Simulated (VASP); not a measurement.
Write the native input for VASP 6.6.1 that does the following.

* Task: single point
* Functional: PBE
* Potentials or basis: VASP PAW PBE potentials, release 64 (Li_sv, F)
* Cutoff: 520 eV
* k mesh: 10 × 10 × 10
* Occupations: gaussian, width 0.05 eV
* Spin: no spin polarisation
* Dipole correction: no
* Further INCAR settings: ALGO = Normal; EDIFF = 1e-06; NBANDS = 12

The structure of LiF lies in POSCAR:

```
LiF
1.0
    0.0000000000      2.1147000000      2.0643500000
    2.1147000000      0.0000000000      2.0643500000
    2.1147000000      2.1147000000      0.0000000000
Li F
1 1
Direct
    0.0000000000      0.0000000000      0.0000000000
    0.5000000000      0.5000000000      0.5000000000
```

This cell differs from its parent crystal: strain +0.050 along x and y, +0.025 along z.

These files were run (other wordings do the same):

INCAR

```
PREC = Accurate
ENCUT = 520
EDIFF = 1E-6
ISMEAR = 0
SIGMA = 0.05
LREAL = F
LASPH = T
NELM = 80
ALGO = Normal
ISIF = 2
LWAVE = F
LCHARG = F
GGA = PE
NBANDS = 12
```

KPOINTS

```
Automatic mesh
0
Gamma
  10 10 10
```

Potentials or basis: VASP PAW PBE potentials, release 64 (Li_sv, F).

Run with:

```console
$ cat potpaw_PBE.64/Li_sv/POTCAR potpaw_PBE.64/F/POTCAR > POTCAR
$ mpirun -np 1 vasp_std > vasp.out
```

Results of the run:

```
Band gap on the k mesh : 8.06 eV, direct
```

Caveat: the cell differs from its parent crystal (strain +0.050 along x and y, +0.025 along z).

It took 6.7 s on 1 thread of Intel(R) Xeon(R) 6975P-C (Granite Rapids), on a shared host, peak memory 0.14 GiB.
